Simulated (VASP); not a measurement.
# LiH (Fm-3m) in VASP: notebook, part 2 of 2

VASP 6.6.1.

**3. Relaxation of cell and atoms, PBE+D3(BJ)**

File INCAR:

```
  ALGO = Normal
  EDIFF = 1E-7
  EDIFFG = -0.002
  ENCUT = 750
  GGA = PE
  GGA_COMPAT = F
  IBRION = 2
  ISIF = 3
  ISMEAR = 0
  IVDW = 12
  LASPH = T
  LCHARG = F
  LREAL = F
  LWAVE = F
  NELM = 120
  NELMIN = 4
  NSW = 100
  PREC = Accurate
  SIGMA = 0.02
```

File KPOINTS:

```
k-points
0
Gamma
  10 10 10
```

File POSCAR:

```
LiH
1.0
    0.0000000000      1.9391316603      1.9391316603
    1.9391316603      0.0000000000      1.9391316603
    1.9391316603      1.9391316603      0.0000000000
Li H
1 1
Direct
    0.0000000000      0.0000000000      0.0000000000
    0.5000000000      0.5000000000      0.5000000000
```

Potentials or basis: VASP PAW PBE potentials, release 64 (Li_sv, H).

The run is started by

```
cat potpaw_PBE.64/Li_sv/POTCAR potpaw_PBE.64/H/POTCAR > POTCAR
mpirun -np 1 vasp_std > vasp.out
```

OUTCAR:

```text
EDIFF = 1E-7
   EDIFFG = -0.002
   ENCUT = 750
   GGA = PE
   IBRION = 2
   ISIF = 3
   ISMEAR = 0
   IVDW = 12
   LASPH = T
   LREAL = F
   NELM = 120
   NELMIN = 4
   NSW = 100
   PREC = Accurate
 IVDW          = 12

 ion  position               nearest neighbor table
   1  0.000  0.000  0.000-
   2  0.500  0.500  0.500-

  LATTYP: Found a face centered cubic cell.
 ALAT       =     3.8782633206

  Lattice vectors:

 A1 = (   0.0000000000,   1.9391316603,   1.9391316603)
 A2 = (   1.9391316603,   0.0000000000,   1.9391316603)
 A3 = (   1.9391316603,   1.9391316603,   0.0000000000)

Analysis of symmetry for initial positions (statically):
=====================================================================
 Subroutine PRICEL returns:
 Original cell was already a primitive cell.

 Routine SETGRP: Setting up the symmetry group for a
 face centered cubic supercell.

 Subroutine GETGRP returns: Found 48 space group operations
 (whereof 48 operations were pure point group operations)
 out of a pool of 48 trial point group operations.

The static configuration has the point symmetry O_h .

Analysis of symmetry for dynamics (positions and initial velocities):
=====================================================================
 Subroutine PRICEL returns:
 Original cell was already a primitive cell.

 Routine SETGRP: Setting up the symmetry group for a
 face centered cubic supercell.

 Subroutine GETGRP returns: Found 48 space group operations
 (whereof 48 operations were pure point group operations)
 out of a pool of 48 trial point group operations.

The dynamic configuration has the point symmetry O_h .

 Subroutine INISYM returns: Found 48 space group operations
 (whereof 48 operations are pure point group operations),
 and found     1 'primitive' translations

----------------------------------------------------------------------------------------

                                     Primitive cell

  volume of cell :      14.5832

  direct lattice vectors                    reciprocal lattice vectors
     0.000000000  1.939131660  1.939131660    -0.257847371  0.257847371  0.257847371
     1.939131660  0.000000000  1.939131660     0.257847371 -0.257847371  0.257847371
     1.939131660  1.939131660  0.000000000     0.257847371  0.257847371 -0.257847371

  length of vectors
     2.742346293  2.742346293  2.742346293     0.446604747  0.446604747  0.446604747

  position of ions in fractional coordinates (direct lattice)
     0.000000000  0.000000000  0.000000000
     0.500000000  0.500000000  0.500000000

  ion indices of the primitive-cell ions
   primitive index   ion index
                 1           1
                 2           2

----------------------------------------------------------------------------------------

 KPOINTS: k-points

Automatic generation of k-mesh.
 Grid dimensions read from file:
 generate k-points for:   10   10   10

 Generating k-lattice:

  Cartesian coordinates                     Fractional coordinates (reciprocal lattice)
    -0.025784737  0.025784737  0.025784737     0.100000000  0.000000000  0.000000000
     0.025784737 -0.025784737  0.025784737     0.000000000  0.100000000  0.000000000
     0.025784737  0.025784737 -0.025784737     0.000000000  0.000000000  0.100000000

  Length of vectors
     0.044660475  0.044660475  0.044660475

  Shift w.r.t. Gamma in fractional coordinates (k-lattice)
     0.000000000  0.000000000  0.000000000

 Subroutine IBZKPT returns following result:
 ===========================================

 Found     47 irreducible k-points:

 Following reciprocal coordinates:
            Coordinates               Weight
  0.000000  0.000000  0.000000      1.000000
  0.100000  0.000000  0.000000      8.000000
  0.200000  0.000000  0.000000      8.000000
  0.300000  0.000000  0.000000      8.000000
  0.400000  0.000000  0.000000      8.000000
  0.500000  0.000000  0.000000      4.000000
[... 16 lines left out ...]
  0.300000  0.300000  0.000000      6.000000
  0.400000  0.300000  0.000000     24.000000
 [... further k-points ...]
   k-points           NKPTS =     47   k-points in BZ     NKDIM =     47   number of bands    NBANDS=      6
   number of dos      NEDOS =    301   number of ions     NIONS =      2
   total plane-waves  NPLWV =  13824
   dimension x,y,z NGX =    24 NGY =   24 NGZ =   24
   dimension x,y,z NGXF=    48 NGYF=   48 NGZF=   48
   ions per type =               1   1
   NGX,Y,Z   is equivalent  to a cutoff of  14.55, 14.55, 14.55 a.u.
   NGXF,Y,Z  is equivalent  to a cutoff of  29.10, 29.10, 29.10 a.u.
 SYSTEM =  unknown system
   PREC   = accura    normal or accurate (medium, high low for compatibility)
   ISTART =      0    job   : 0-new  1-cont  2-samecut
   ICHARG =      2    charge: 1-file 2-atom 10-const
   ISPIN  =      1    spin polarized calculation?
   LNONCOLLINEAR =      F non collinear calculations
   LSORBIT =      F    spin-orbit coupling
   LASPH  =      T    aspherical Exc in radial PAW
   ENCUT  =  750.0 eV  55.12 Ry    7.42 a.u.   6.12  6.12  6.12*2*pi/ulx,y,z
   NELM   =    120;   NELMIN=  4; NELMDL= -5     # of ELM steps
   EDIFF  = 0.1E-06   stopping-criterion for ELM
   LREAL  =      F    real-space projection
   EDIFFG = -.2E-02   stopping-criterion for IOM
   NSW    =    100    number of steps for IOM
   IBRION =      2    ionic relax: 0-MD 1-quasi-New 2-CG
   NFREE  =      1    steps in history (QN), initial steepest desc. (CG)
   ISIF   =      3    stress and relaxation
   ISYM   =      2    0-nonsym 1-usesym 2-fastsym
   POTIM  = 0.5000    time-step for ionic-motion
   TEBEG  =    0.0;   TEEND  =   0.0 temperature during run
   PSTRESS=    0.0 pullay stress
   NELECT =       4.0000    total number of electrons
   NUPDOWN=      -1.0000    fix difference up-down
   EMIN   =  10.00;   EMAX   =-10.00  energy-range for DOS
   EFERMI =   0.00;   METHOD = LEGACY
   ISMEAR =     0;   SIGMA  =   0.02  broadening in eV -4-tet -1-fermi 0-gaus
   EFERMI_NEDOS =   21; number of points for ismear=-14 and -15
   IALGO  =     38    algorithm
   IMIX   =      4    mixing-type and parameters
     AMIX     =   0.40;   BMIX     =  1.00
     AMIX_MAG =   1.60;   BMIX_MAG =  1.00
  volume/ion in A,a.u.               =       7.29        49.21
  Fermi-wavevector in a.u.,A,eV,Ry     =   1.063680  2.010063 15.393829  1.131414
  Thomas-Fermi vector in A             =   2.199173
   LORBIT       =      0    0 simple, 1 ext, 2 COOP (PROOUT), +10 PAW based schemes
   GGA     = PE    functional components
   LHFCALC =     F    Hartree Fock is set to
   AEXX    =    0.0000 exact exchange contribution
   IVDW    =    12    specifies the selected vdW correction
   LEPSILON=     F    determine dielectric tensor
   LRPA    =     F    only Hartree local field effects (RPA)
 conjugate gradient relaxation of ions
 non-spin polarized calculation
 Gauss-broadening in eV      SIGMA  =   0.02
  energy-cutoff  :      750.00
  volume of cell :       14.58
 maximum number of plane-waves:       700
   NGX = 13   NGY = 13   NGZ = 13

--------------------------------------- Ionic step        1  -------------------------------------------

 number of electron       4.0000003 magnetization

 Free energy of the ion-electron system (eV)
  ---------------------------------------------------
  ext. energy  EPLUGINS =         0.00000000
  ---------------------------------------------------
  free energy    TOTEN  =        -6.10910989 eV

  energy without entropy =       -6.10910989  energy(sigma->0) =       -6.10910989

------------------------ aborting loop because EDIFF is reached ----------------------------------------

 Edisp (eV)   -0.36762

 E8    (eV) :    -0.1350
[... 71 lines left out ...]
--------------------------------------- Ionic step        3  -------------------------------------------

 number of electron       4.0000004 magnetization

 Free energy of the ion-electron system (eV)
  ---------------------------------------------------
  ext. energy  EPLUGINS =         0.00000000
  ---------------------------------------------------
  free energy    TOTEN  =        -6.10688398 eV

  energy without entropy =       -6.10688398  energy(sigma->0) =       -6.10688398

 E-fermi :   0.7277     XC(G=0):  -8.8573

 val. band max:        0.6061562447   @ k =   0.5000   0.5000   0.0000
 cond. band min:       3.5005755181   @ k =   0.5000   0.5000   0.0000
 fundamental gap:      2.8944192734
 Fermi energy:         0.7277177213

 k-point     1 :       0.0000    0.0000    0.0000
  band No.  band energies     occupation
      1     -43.5967      2.00000
      2      -5.2380      2.00000
      3      18.0947      0.00000
      4      19.6039      0.00000
      5      19.6039      0.00000
      6      19.6039      0.00000
[... 199 lines left out ...]
 k-point    24 :       0.4000    0.3000    0.0000
  band No.  band energies     occupation
      1     -43.5246      2.00000
      2      -1.9584      2.00000
      3       7.6088      0.00000
      4      11.5874      0.00000
      5      13.0090      0.00000
      6      17.7710      0.00000

 [... further k-points ...]

------------------------ aborting loop because EDIFF is reached ----------------------------------------

 Edisp (eV)   -0.36991

 E8    (eV) :    -0.1358
[... 25 lines left out ...]
  FREE ENERGIE OF THE ION-ELECTRON SYSTEM (eV)
  ---------------------------------------------------
  free  energy   TOTEN  =        -6.4767893153 eV

  energy  without entropy=       -6.4767893153  energy(sigma->0) =       -6.47678932

 reached required accuracy - stopping structural energy minimisation
```

OSZICAR:

```text
N       E                     dE             d eps       ncg     rms          rms(c)
DAV:   1     0.717052014987E+00    0.71705E+00   -0.18075E+03   564   0.781E+02
DAV:   2    -0.620754650994E+01   -0.69246E+01   -0.67963E+01   792   0.812E+01
DAV:   3    -0.635729923958E+01   -0.14975E+00   -0.14975E+00   666   0.122E+01
[... 19 lines left out ...]
DAV:   2    -0.610690366526E+01    0.33390E-04   -0.78741E-05   660   0.113E-01    0.504E-02
DAV:   3    -0.610688468485E+01    0.18980E-04   -0.38368E-05   954   0.434E-02    0.582E-03
DAV:   4    -0.610688383966E+01    0.84519E-06   -0.76994E-07   690   0.115E-02    0.112E-03
DAV:   5    -0.610688398323E+01   -0.14356E-06   -0.22622E-07   498   0.474E-03    0.306E-04
DAV:   6    -0.610688398094E+01    0.22845E-08   -0.22271E-08   282   0.201E-03
   3 F= -.64767893E+01 E0= -.64767893E+01  d E =-.577956E-04
```

CONTCAR:

```text
LiH
   1.00000000000000
     0.0000000000000000    1.9352733450845807    1.9352733450845807
     1.9352733450845807    0.0000000000000000    1.9352733450845807
     1.9352733450845807    1.9352733450845807    0.0000000000000000
  Li              H
     1     1
Direct
     0.0000000000000000    0.0000000000000000    0.0000000000000000
     0.5000000000000000    0.5000000000000000    0.5000000000000000

  0.00000000E+00  0.00000000E+00  0.00000000E+00
  0.00000000E+00  0.00000000E+00  0.00000000E+00
```

Run time: 16 s. Hardware: 1 thread of Intel Xeon 8259CL, shared host; peak memory 0.14 GiB.

Results:

```yaml
Free_energy: -6.4768 eV
Relaxed_volume: 7.25 Å³/atom
Relaxed_cell: a = 2.737 Å, b = 2.737 Å, c = 2.737 Å, α = 60.00°, β = 60.00°, γ = 60.00°
Space_group_after_relaxing_to_0.1_Å: Fm-3m (No. 225)
Energy_gained_by_relaxing: 0.0 meV/atom
Ionic_steps: 3
Pressure_after_relaxing: 0.0 GPa
Band_gap_on_the_k_mesh: 2.89 eV
Dispersion_energy_per_atom: -0.185 eV
```

Final structure:
```
CELL_PARAMETERS angstrom
0.00000 1.93527 1.93527
1.93527 0.00000 1.93527
1.93527 1.93527 0.00000
ATOMIC_POSITIONS crystal
Li 0.00000 0.00000 0.00000
H 0.50000 0.50000 0.50000
```

**4. Relaxation of cell and atoms, PBE+D3(BJ)**

This run uses another cell than the first one, of 8.45 Å³/atom.

File INCAR:

```
SYSTEM = LiH
PREC = Accurate
ENCUT = 750
EDIFF = 1E-7
ISMEAR = 0
SIGMA = 0.02
LREAL = .False.
LASPH = .True.
NELM = 120
ALGO = Normal
ISIF = 3
LWAVE = .False.
LCHARG = .False.
GGA = PE
IVDW = 12
IBRION = 2
NSW = 100
EDIFFG = -0.002
GGA_COMPAT = .False.
NELMIN = 4
```

File KPOINTS:

```
regular mesh
0
Gamma
  10 10 10
  0 0 0
```

File POSCAR:

```
LiH
1.0
    0.0000000000      2.0367500000      2.0367500000
    2.0367500000      0.0000000000      2.0367500000
    2.0367500000      2.0367500000      0.0000000000
Li H
1 1
Direct
    0.0000000000      0.0000000000      0.0000000000
    0.5000000000      0.5000000000      0.5000000000
```

The run is started by

```
cat potpaw_PBE.64/Li_sv/POTCAR potpaw_PBE.64/H/POTCAR > POTCAR
mpirun -np 1 vasp_std > vasp.out
```

Wall time 59 s (1 thread of Intel Xeon 8259CL, shared host); peak memory 0.16 GiB.

The run converged. Its results:

| Property | Result |
| --- | --- |
| Free energy | -6.4782 eV |
| Relaxed volume | 7.27 Å³/atom |
| Relaxed cell | a = 2.740 Å, b = 2.740 Å, c = 2.740 Å, α = 60.00°, β = 60.00°, γ = 60.00° |
| Space group after relaxing (to 0.1 Å) | Fm-3m (No. 225) |
| Energy gained by relaxing | 20.1 meV/atom |
| Ionic steps | 5 |
| Pressure after relaxing | 0.0 GPa |
| Band gap on the k mesh | 2.90 eV |
| Dispersion energy per atom | -0.184 eV |

The path:
| step | energy change (eV) | largest force (eV/Å) | pressure (GPa) | volume (Å³) |
| --- | --- | --- | --- | --- |
| 1 | 0.0000 | 0.0000 | -4.89 | 16.90 |
| 2 | -0.0172 | 0.0000 | -3.91 | 16.27 |
| 3 | -0.0386 | 0.0000 | -1.15 | 14.96 |
| 4 | -0.0401 | 0.0000 | 0.12 | 14.50 |
| 5 | -0.0401 | 0.0000 | -0.01 | 14.54 |

Final structure:
```
Li H
1.0
     0.00000    1.93734    1.93734
     1.93734    0.00000    1.93734
     1.93734    1.93734    0.00000
Li H
1 1
Direct
  0.00000 0.00000 0.00000
  0.50000 0.50000 0.50000
```

Levels at points of the mesh, in eV from the valence-band top:
```csv
k point,band 1,band 2,band 3,band 4,band 5,band 6
"(0.00, 0.00, 0.00)",-44.20,-5.83,17.44,18.96,18.96,18.96
"(0.50, 0.00, 0.00)",-44.14,-2.93,5.16,14.57,17.46,17.46
"(0.50, 0.50, 0.00)",-44.12,0.00,2.90,11.33,11.33,14.62
```

A k mesh can miss the band edges. A hybrid or GW would open this gap; PBE tends to underestimate it.

**5. Summary**

| task | cell | gap on the mesh (eV) | pressure (GPa) | relaxed volume (Å³/atom) |
| --- | --- | --- | --- | --- |
| single point | a = 2.742 Å, angles 60.0°, 2 atoms | 2.90 | -0.2 | - |
| relaxation of cell and atoms | relaxed from a = 2.742 Å, angles 60.0°, 2 atoms | 2.89 | 0.0 | 7.25 |
| relaxation of cell and atoms | relaxed from a = 2.880 Å, angles 60.0°, 2 atoms | 2.90 | 0.0 | 7.27 |

Alike in all rows: level PBE+D3(BJ); potentials or basis VASP PAW PBE potentials, release 64 (Li_sv, H); no spin polarisation; k mesh 10 × 10 × 10; cutoff (eV) 750; smearing gaussian 0.02 eV.

Total energies depend on the potentials used, so only differences within one code and one set of settings carry meaning.
